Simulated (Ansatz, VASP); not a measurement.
# Two plane-wave programs on Ga3As3CO

The input INCAR:

```
SYSTEM = Ga3As3CO
ALGO = Normal
DIPOL = 0.5 0.5 0.323
EDIFF = 1E-7
ENCUT = 520
GGA = PE
IDIPOL = 3
ISIF = 2
ISMEAR = 0
IVDW = 12
LASPH = .TRUE.
LCHARG = .FALSE.
LDIPOL = .TRUE.
LREAL = .FALSE.
LWAVE = .FALSE.
NBANDS = 42
NELM = 60
PREC = Accurate
SIGMA = 0.05
```

KPOINTS

```
k-points
0
G
  7 5 1
  0 0 0
```

Contents of POSCAR:

```
Ga3As3CO
1.0
    4.0137031111      0.0000000000      0.0000000000
    0.0000000000      5.6762333751      0.0000000000
    0.0000000000      0.0000000000     23.3352699083
Ga As O C
3 3 1 1
Direct
    0.5000000000      0.5000000000      0.1714143447
    0.0000000000      0.0653835255      0.2680035048
    0.5000000000      0.4894639609      0.3228546357
    0.0000000000      0.2500000000      0.1714143447
    0.5000000000      0.8102208698      0.2504948966
    0.0000000000      0.2887573198      0.3593388866
    0.5000000000      0.2887573198      0.4964703624
    0.5000000000      0.2887573198      0.5457519865
```

Input for Ansatz:

```yaml
crystal:
  lattice:
    - [4.0137031111, 0.0, 0.0]
    - [0.0, 5.6762333751, 0.0]
    - [0.0, 0.0, 23.3352699083]
  atoms:
    - { symbol: Ga, position: [0.5, 0.5, 0.1714143447] }
    - { symbol: As, position: [0.0, 0.25, 0.1714143447] }
    - { symbol: Ga, position: [0.0, 0.0653835255, 0.2680035048] }
    - { symbol: As, position: [0.5, 0.8102208698, 0.2504948966] }
    - { symbol: Ga, position: [0.5, 0.4894639609, 0.3228546357] }
    - { symbol: As, position: [0.0, 0.2887573198, 0.3593388866] }
    - { symbol: O, position: [0.5, 0.2887573198, 0.4964703624] }
    - { symbol: C, position: [0.5, 0.2887573198, 0.5457519865] }
basis:
  ecutwfc: 420
kpoints:
  mp_grid: { grid: [7, 5, 1] }
hamiltonian:
  xc: pbe
  pseudopotentials: { kind: paw, azcp: { folder: soft_1 } }
  dispersion: d3bj
scf:
  occupations: { method: gaussian, width: 0.05 }
output:
  forces: true
  eigenvalues: true
efield:
  axis: 3
  dipole_correction: true
  ramp_width: 0.04
```

Alike in both runs: task single point; functional PBE; dispersion D3(BJ); k mesh 7 × 5 × 1; occupations gaussian, width 0.05 eV; no spin polarisation.

|  | VASP | Ansatz |
| --- | --- | --- |
| version | VASP 6.6.1 | Ansatz 0.2.0 |
| potentials or method | VASP PAW PBE potentials, release 64 (Ga_d, As, O, C), cutoff 520 eV | scalar-relativistic, plane waves, PAW |
| valence electrons in the cell | 64 | 94 |

|  | VASP | Ansatz | Ansatz less VASP |
| --- | --- | --- | --- |
| gap on the k mesh at the Fermi level (eV) | 0.40 | 0.41 | +0.008 |
| least direct gap on the mesh (eV) | 0.75 | 0.75 | +0.003 |
| rms of the force components (eV/Å) | 0.379 | 0.545 | +0.1661 |

One of these differences is far larger than is usual between the two programs; its cause wasn't traced. VASP's potentials hold 64 valence electrons a cell and Ansatz's 94, so a difference there can come from the potentials and not from the codes.

Noted on VASP's run: the standard files for N, O and F lose accuracy on very short bonds.
